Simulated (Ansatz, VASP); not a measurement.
# CrO2 in VASP and in Ansatz

INCAR

```
PREC = Accurate
ENCUT = 520
EDIFF = 1E-7
ISMEAR = 0
SIGMA = 0.1
LREAL = F
LASPH = T
NELM = 150
ALGO = Fast
ISIF = 2
LWAVE = F
LCHARG = T
ISPIN = 2
MAGMOM = 2 2 0 0 0 0
LORBIT = 11
LMAXMIX = 4
GGA = PE
LELF = T
LVHAR = T
NBANDS = 37
```

KPOINTS

```
regular mesh
0
Gamma
  4 4 6
```

File POSCAR:

```
CrO2
1.0
    4.4210000000      0.0000000000      0.0000000000
    0.0000000000      4.4210000000      0.0000000000
    0.0000000000      0.0000000000      2.9170000000
Cr O
2 4
Direct
    0.0000000000      0.0000000000      0.0000000000
    0.5000000000      0.5000000000      0.5000000000
    0.3010000000      0.3010000000      0.0000000000
    0.1990000000      0.8010000000      0.5000000000
    0.6990000000      0.6990000000      0.0000000000
    0.8010000000      0.1990000000      0.5000000000
```

Input for Ansatz:

```yaml
crystal:
  lattice:
    - [4.421, 0.0, 0.0]
    - [0.0, 4.421, 0.0]
    - [0.0, 0.0, 2.917]
  atoms:
    - { symbol: Cr, position: [0.0, 0.0, 0.0], spin: 2.0 }
    - { symbol: Cr, position: [0.5, 0.5, 0.5], spin: 2.0 }
    - { symbol: O, position: [0.301, 0.301, 0.0] }
    - { symbol: O, position: [0.199, 0.801, 0.5] }
    - { symbol: O, position: [0.699, 0.699, 0.0] }
    - { symbol: O, position: [0.801, 0.199, 0.5] }
basis:
  ecutwfc: 600.0
kpoints:
  mp_grid: { grid: [4, 4, 6] }
hamiltonian:
  xc: pbe
scf:
  occupations: { method: gaussian, width: 0.1 }
  lower_state_search: "off"
output:
  forces: true
  stress: true
  eigenvalues: true
  populations: true
magnetization:
  spin_polarized: true
```

Alike in both runs: task single point; functional PBE; k mesh 4 × 4 × 6; occupations gaussian, width 0.1 eV; collinear spin.

|  | VASP | Ansatz |
| --- | --- | --- |
| version | VASP 6.6.1 | Ansatz 0.2.0 |
| potentials or method | VASP PAW PBE potentials, release 64 (Cr_pv, O), cutoff 520 eV | scalar-relativistic, plane waves, PAW |
| valence electrons in the cell | 48 | 52 |

Ansatz gave:

```
gap on the k mesh at the Fermi level (eV)                     : none
pressure (GPa)                                                : 2.4
traceless stress, the component that is largest in VASP (GPa) : -0.77
rms of the force components (eV/Å)                            : 0.128
net moment per atom (μB)                                      : 0.67
size of the moment on the site where the two differ most (μB) : 1.72
```

**Question.** Estimate VASP's values.

**Answer.** gap on the k mesh at the Fermi level (eV): none; pressure (GPa): 3.1; traceless stress, the component that is largest in VASP (GPa): -0.63; rms of the force components (eV/Å): 0.122; net moment per atom (μB): 0.67; size of the moment on the site where the two differ most (μB): 2.09.

Site moments also hang on the region over which each program counts them. Atom by atom the forces differ by 0.007 eV/Å (rms over components). A gap of «none» marks a metal or a gap that the smearing closes. VASP's potentials hold 48 valence electrons a cell and Ansatz's 52, so a difference there can come from the potentials and not from the codes.
